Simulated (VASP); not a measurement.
# TiB2 (P6/mmm) in VASP: settings compared

Aim: see how the results for TiB2 move with the level of theory and the settings. Levels: LDA, PBEsol. Tasks: elastic constants, single point.

Program: VASP 6.6.1. These are calculated values, not measurements. Logs are shortened: lines on timing, memory, paths and dates and some standing lists are left out, and cuts for length are marked.

### Step 1. The cell of the first run

The structure is hexagonal, space group P6/mmm (No. 191). The conventional cell has a = 3.029 Å, b = 3.029 Å, c = 3.228 Å, α = 90.00°, β = 90.00°, γ = 120.00°. Ti (site symmetry 6/mmm) has 12 B at 2.38 Å and 6 Ti at 3.03 Å within 3.1 Å. B (site symmetry -6m2) has 3 B at 1.75 Å and 6 Ti at 2.38 Å within 2.4 Å.

### Step 2. Elastic constants, LDA

Contents of INCAR:

```
PREC = Accurate
ENCUT = 600
EDIFF = 1E-8
ISMEAR = -1
SIGMA = 0.05
LREAL = False
LASPH = True
NELM = 100
ALGO = Normal
ISIF = 3
LWAVE = False
LCHARG = False
GGA = CA
IBRION = 6
NFREE = 2
POTIM = 0.015
NSW = 1
```

Contents of KPOINTS:

```
regular mesh
0
Gamma
  7 7 6
```

Contents of POSCAR:

```
TiB2
1.0
    3.0292000000      0.0000000000      0.0000000000
   -1.5146000000      2.6233641531      0.0000000000
    0.0000000000      0.0000000000      3.2284000000
Ti B
1 2
Direct
    0.0000000000      0.0000000000      0.0000000000
    0.6666666667      0.3333333333      0.5000000000
    0.3333333333      0.6666666667      0.5000000000
```

Potentials or basis: VASP PAW LDA potentials, release 64 (Ti_sv, B).

The run is started by

```bash
$ cat potpaw_LDA.64/Ti_sv/POTCAR potpaw_LDA.64/B/POTCAR > POTCAR
$ mpirun -np 1 vasp_std > vasp.out
```

OUTCAR:

```text
PREC = Accurate
   ENCUT = 600
   EDIFF = 1E-8
   ISMEAR = -1
   LREAL = False
   LASPH = True
   NELM = 100
   ISIF = 3
   GGA = CA
   IBRION = 6
   NFREE = 2
   POTIM = 0.015
   NSW = 1

 ion  position               nearest neighbor table
   1  0.000  0.000  0.000-   2 2.38   3 2.38   2 2.38   3 2.38   3 2.38   3 2.38   2 2.38   2 2.38
                             2 2.38   2 2.38   3 2.38   3 2.38
   2  0.667  0.333  0.500-   3 1.75   3 1.75   3 1.75   1 2.38   1 2.38   1 2.38   1 2.38   1 2.38
                             1 2.38
   3  0.333  0.667  0.500-   2 1.75   2 1.75   2 1.75   1 2.38   1 2.38   1 2.38   1 2.38   1 2.38
                             1 2.38

  LATTYP: Found a hexagonal cell.
 ALAT       =     3.0292000000
 C/A-ratio  =     1.0657599366

  Lattice vectors:

 A1 = (   3.0292000000,   0.0000000000,   0.0000000000)
 A2 = (  -1.5146000000,   2.6233641531,   0.0000000000)
 A3 = (   0.0000000000,   0.0000000000,   3.2284000000)

Analysis of symmetry for initial positions (statically):
=====================================================================
 Subroutine PRICEL returns:
 Original cell was already a primitive cell.

 Routine SETGRP: Setting up the symmetry group for a
 hexagonal supercell.

 Subroutine GETGRP returns: Found 24 space group operations
 (whereof 24 operations were pure point group operations)
 out of a pool of 24 trial point group operations.

The static configuration has the point symmetry D_6h.

Analysis of symmetry for dynamics (positions and initial velocities):
=====================================================================
 Subroutine PRICEL returns:
 Original cell was already a primitive cell.

 Routine SETGRP: Setting up the symmetry group for a
 hexagonal supercell.

 Subroutine GETGRP returns: Found 24 space group operations
 (whereof 24 operations were pure point group operations)
 out of a pool of 24 trial point group operations.

The dynamic configuration has the point symmetry D_6h.
[... 733 lines left out ...]
     11      13.0076      0.00000
     12      13.4142      0.00000
     13      14.8673      0.00000

 [... further k-points ...]

------------------------ aborting loop because EDIFF is reached ----------------------------------------

  FORCE on cell =-STRESS in cart. coord.  units (eV):
  Direction    XX          YY          ZZ          XY          YZ          ZX
  --------------------------------------------------------------------------------------
  -------------------------------------------------------------------------------------
  Total       -1.5891152     -1.5891152     -1.9936095     -0.0000000      0.0000000      0.0000000
  in kB      -99.2412181    -99.2412181   -124.5021367     -0.0000000      0.0000000      0.0000000
  external PRESSURE =    -107.6615243 kB  Pullay stress =       0.0000000 kB
[... 18 lines left out ...]
  FREE ENERGIE OF THE ION-ELECTRON SYSTEM (eV)
  ---------------------------------------------------
  free  energy   TOTEN  =       -26.8809157295 eV

  energy  without entropy=      -26.8785859541  energy(sigma->0) =      -26.87975084

 INTERNAL STRAIN TENSORS FROM STRAINED CELLS
 ============================================

 INTERNAL STRAIN TENSOR FOR ION    1 for displacements in x,y,z  (eV/Angst):
          X           Y           Z          XY          YZ          ZX
  --------------------------------------------------------------------------------
  x     0.00000    -0.00000    -0.00000     0.00000     0.00000     0.00000
  y     0.00000     0.00000     0.00000     0.00000     0.00000     0.00000
  z     0.00000     0.00000     0.00000     0.00000     0.00000     0.00000

 INTERNAL STRAIN TENSORS FROM DISPLACED ATOMS
 ============================================

 INTERNAL STRAIN TENSOR FOR ION    1 for displacements in x,y,z  (eV/Angst):
          X           Y           Z          XY          YZ          ZX
  --------------------------------------------------------------------------------
  x     0.00000     0.00000     0.00000     0.00000     0.00000     0.00000
  y     0.00000     0.00000     0.00000     0.00000     0.00000     0.00000
  z     0.00000     0.00000     0.00000     0.00000     0.00000     0.00000

 INTERNAL STRAIN TENSOR FOR ION    3 for displacements in x,y,z  (eV/Angst):
          X           Y           Z          XY          YZ          ZX
  --------------------------------------------------------------------------------
  x    -0.00000    -0.00000     0.00000    -2.66545     0.00000     0.00000
  y    -2.66545     2.66545     0.00000    -0.00000     0.00000     0.00000
  z     0.00000     0.00000     0.00000     0.00000     0.00000     0.00000

 Eigenvectors and eigenvalues of the dynamical matrix
 ----------------------------------------------------

   1 f  =   26.365449 THz   165.659005 2PiTHz  879.456729 cm-1   109.038688 meV
             X         Y         Z           dx          dy          dz
      0.000000  0.000000  0.000000     0.000000   -0.000000    0.000000
      1.514600  0.874455  1.614200    -0.707107   -0.000000   -0.000000
     -0.000000  1.748909  1.614200     0.707107    0.000000    0.000000
[... 43 lines left out ...]
   9 f/i=    0.004511 THz     0.028346 2PiTHz    0.150486 cm-1     0.018658 meV
             X         Y         Z           dx          dy          dz
      0.000000  0.000000  0.000000     0.000000    0.000000   -0.829826
      1.514600  0.874455  1.614200     0.000000    0.000000   -0.394581
     -0.000000  1.748909  1.614200     0.000000    0.000000   -0.394581

--------------------------------------------------------------------------------------------------------

 ELASTIC MODULI CONTR FROM IONIC RELAXATION (kBar)
 Direction    XX          YY          ZZ          XY          YZ          ZX
 --------------------------------------------------------------------------------
 XX         -28.8585     28.8585      0.0000     -0.0000      0.0000      0.0000
 YY          28.8585    -28.8585      0.0000      0.0000      0.0000      0.0000
 ZZ           0.0000      0.0000      0.0000      0.0000      0.0000      0.0000
 XY          -0.0000      0.0000      0.0000    -28.8585      0.0000      0.0000
 YZ           0.0000      0.0000      0.0000      0.0000      0.0000      0.0000
 ZX           0.0000      0.0000      0.0000      0.0000      0.0000      0.0000
 --------------------------------------------------------------------------------

 TOTAL ELASTIC MODULI (kBar)
 Direction    XX          YY          ZZ          XY          YZ          ZX
 --------------------------------------------------------------------------------
 XX        6497.2626    564.0466    960.5606     -0.0000     -0.0000      0.0000
 YY         564.0466   6497.2626    960.5606      0.0000     -0.0000      0.0000
 ZZ         960.5606    960.5606   4397.6018      0.0000     -0.0000      0.0000
 XY          -0.0000      0.0000     -0.0000   2966.6080      0.0000     -0.0000
 YZ           0.0000     -0.0000     -0.0000      0.0000   2515.3657      0.0000
 ZX           0.0000      0.0000      0.0000     -0.0000      0.0000   2515.3657
 --------------------------------------------------------------------------------
```

Wall time 11 min (1 thread of AMD EPYC 7R43 (Zen 3), shared host); peak memory 0.18 GiB.

Results:

```yaml
Voigt_bulk_modulus: 248 GPa
Highest_phonon_frequency_at_Γ: 879 cm⁻¹
```

Phonon frequencies in cm⁻¹ (negative: imaginary):
```csv
q point,frequencies
"(0.000, 0.000, 0.000)",0 0 0 481 504 504 549 879 879
```

Elastic tensor in Voigt notation (GPa, in the Cartesian axes of the cell as first typed):
```
650  56  96   0   0   0
 56 650  96   0   0   0
 96  96 440   0   0   0
  0   0   0 252   0   0
  0   0   0   0 252   0
  0   0   0   0   0 297
```

Clamped-ion elastic tensor (GPa):
```
653  54  96   0   0   0
 54 653  96   0   0   0
 96  96 440   0   0   0
  0   0   0 252   0   0
  0   0   0   0 252   0
  0   0   0   0   0 300
```

Caveat: the cell is under stress, which shifts elastic constants.

### Step 3. Single point, PBEsol

POSCAR is that of step 2.

Contents of INCAR.step1:

```
  PREC = Accurate
  ENCUT = 520
  EDIFF = 1E-6
  ISMEAR = -1
  SIGMA = 0.05
  LREAL = F
  LASPH = T
  NELM = 100
  ALGO = Normal
  ISIF = 2
  LWAVE = F
  LCHARG = T
  LMAXMIX = 4
  GGA = PS
  NBANDS = 16
```

Contents of KPOINTS.step1:

```
regular mesh
0
Gamma
  10 10 8
```

Contents of INCAR.step2:

```
  PREC = Accurate
  ENCUT = 520
  EDIFF = 1E-6
  ISMEAR = -5
  SIGMA = 0.05
  LREAL = F
  LASPH = T
  NELM = 100
  ALGO = Normal
  ISIF = 2
  LWAVE = F
  LCHARG = F
  LMAXMIX = 4
  GGA = PS
  LORBIT = 11
  NEDOS = 2001
  ICHARG = 11
```

Contents of KPOINTS.step2:

```
regular mesh
0
Gamma
  15 15 12
```

Potentials or basis: VASP PAW PBE potentials, release 64 (Ti_sv, B).

The run is started by

```bash
$ cat potpaw_PBE.64/Ti_sv/POTCAR potpaw_PBE.64/B/POTCAR > POTCAR
$ cp INCAR.step1 INCAR
$ cp KPOINTS.step1 KPOINTS
$ mpirun -np 1 vasp_std > vasp.out
$ cp INCAR.step2 INCAR
$ cp KPOINTS.step2 KPOINTS
$ mpirun -np 1 vasp_std > vasp.out
```

OUTCAR:

```text
PREC = Accurate
   ENCUT = 520
   EDIFF = 1E-6
   ISMEAR = -5
   LREAL = F
   LASPH = T
   NELM = 100
   ISIF = 2
   GGA = PS
   LORBIT = 11
   ICHARG = 11

 ion  position               nearest neighbor table
   1  0.000  0.000  0.000-   2 2.38   3 2.38   2 2.38   3 2.38   3 2.38   3 2.38   2 2.38   2 2.38
                             2 2.38   2 2.38   3 2.38   3 2.38
   2  0.667  0.333  0.500-   3 1.75   3 1.75   3 1.75   1 2.38   1 2.38   1 2.38   1 2.38   1 2.38
                             1 2.38
   3  0.333  0.667  0.500-   2 1.75   2 1.75   2 1.75   1 2.38   1 2.38   1 2.38   1 2.38   1 2.38
                             1 2.38

  LATTYP: Found a hexagonal cell.
 ALAT       =     3.0292000000
 C/A-ratio  =     1.0657599366

  Lattice vectors:

 A1 = (   3.0292000000,   0.0000000000,   0.0000000000)
 A2 = (  -1.5146000000,   2.6233641531,   0.0000000000)
 A3 = (   0.0000000000,   0.0000000000,   3.2284000000)

Analysis of symmetry for initial positions (statically):
[... 554 lines left out ...]
      1     -46.7355      2.00000
      2     -23.3001      2.00000
      3     -23.1732      2.00000
      4     -23.1233      2.00000
      5       1.0518      2.00000
      6       1.1295      2.00000
      7       4.0717      2.00000
      8       7.1857      2.00000
      9       9.3030      2.00000
     10       9.8581      0.55216
     11      11.9007      0.00000
     12      12.5970      0.00000
     13      15.6378      0.00000

 [... further k-points ...]

------------------------ aborting loop because EDIFF is reached ----------------------------------------

  FORCE on cell =-STRESS in cart. coord.  units (eV):
  Direction    XX          YY          ZZ          XY          YZ          ZX
  --------------------------------------------------------------------------------------
  -------------------------------------------------------------------------------------
  Total       -0.5641474     -0.5641474     -1.0093748      0.0000000      0.0000000      0.0000000
  in kB      -35.2313533    -35.2313533    -63.0360772      0.0000000      0.0000000      0.0000000
  external PRESSURE =     -44.4995946 kB  Pullay stress =       0.0000000 kB

 VOLUME and BASIS-vectors are now :
 -----------------------------------------------------------------------------
  energy-cutoff  :      520.00
  volume of cell :       25.66
      direct lattice vectors                 reciprocal lattice vectors
     3.029200000  0.000000000  0.000000000     0.330120164  0.190594965  0.000000000
    -1.514600000  2.623364153  0.000000000     0.000000000  0.381189931  0.000000000
     0.000000000  0.000000000  3.228400000     0.000000000  0.000000000  0.309750960

 POSITION                                       TOTAL-FORCE (eV/Angst)
 -----------------------------------------------------------------------------------
      0.00000      0.00000      0.00000         0.000000      0.000000      0.000000
      1.51460      0.87445      1.61420         0.000000     -0.000000     -0.000000
     -0.00000      1.74891      1.61420        -0.000000      0.000000      0.000000
 -----------------------------------------------------------------------------------
    total drift:                               -0.000000      0.000000     -0.000000

  FREE ENERGIE OF THE ION-ELECTRON SYSTEM (eV)
  ---------------------------------------------------
  free  energy   TOTEN  =       -25.7824774964 eV

  energy  without entropy=      -25.7824774964  energy(sigma->0) =      -25.78247750

 total charge

# of ion       s       p       d       tot
------------------------------------------
    1        2.178   6.212   2.047  10.437
    2        0.683   1.318   0.000   2.001
    3        0.683   1.318   0.000   2.001
--------------------------------------------------
tot          3.545   8.849   2.047  14.440
```

OSZICAR.step1:

```text
N       E                     dE             d eps       ncg     rms          rms(c)
DAV:   1     0.122481917704E+03    0.12248E+03   -0.89488E+03  2240   0.127E+03
DAV:   2    -0.235384722293E+02   -0.14602E+03   -0.14075E+03  2400   0.343E+02
DAV:   3    -0.306942574228E+02   -0.71558E+01   -0.70763E+01  3272   0.735E+01
DAV:   4    -0.308517808041E+02   -0.15752E+00   -0.15746E+00  2640   0.990E+00
DAV:   5    -0.308558323693E+02   -0.40516E-02   -0.40514E-02  3328   0.136E+00    0.170E+01
DAV:   6    -0.257932411019E+02    0.50626E+01   -0.20201E+01  3160   0.487E+01    0.383E+00
DAV:   7    -0.257803469988E+02    0.12894E-01   -0.99196E-01  2416   0.114E+01    0.344E+00
DAV:   8    -0.257823608344E+02   -0.20138E-02   -0.90815E-02  3616   0.254E+00    0.682E-01
DAV:   9    -0.257787830335E+02    0.35778E-02   -0.38982E-02  2800   0.247E+00    0.247E-01
DAV:  10    -0.257782899633E+02    0.49307E-03   -0.24005E-03  2704   0.595E-01    0.604E-02
DAV:  11    -0.257783405053E+02   -0.50542E-04   -0.54957E-04  3104   0.266E-01    0.577E-02
DAV:  12    -0.257783099271E+02    0.30578E-04   -0.13050E-04  2664   0.146E-01    0.137E-02
DAV:  13    -0.257783098490E+02    0.78081E-07   -0.44427E-06  2752   0.189E-02
   1 F= -.25778310E+02 E0= -.25775154E+02  d E =-.631184E-02
```

Wall time 74 s (1 thread of Intel Xeon Platinum 8259CL at 2.50GHz (Skylake/Cascade Lake), shared host); peak memory 0.18 GiB.

What came out:

* Valence electrons inside the program's atomic spheres: Ti 10.44; B 2.00

Levels at points of the mesh, in eV from the Fermi level:
```csv
k point,band 5,band 6,band 7,band 8,band 9,band 10,band 11,band 12,band 13
"(0.00, 0.00, 0.00)",-13.56,-2.68,-2.68,-2.39,-2.24,1.81,1.81,3.59,3.59
"(0.00, 0.00, 0.50)",-11.61,-7.71,-0.61,-0.61,-0.28,-0.28,0.34,0.34,1.55
```

Caveat: the PAW data sets were made with another functional, which shifts forces and pressure a little; tetrahedron occupations give inexact forces and stress in metals.
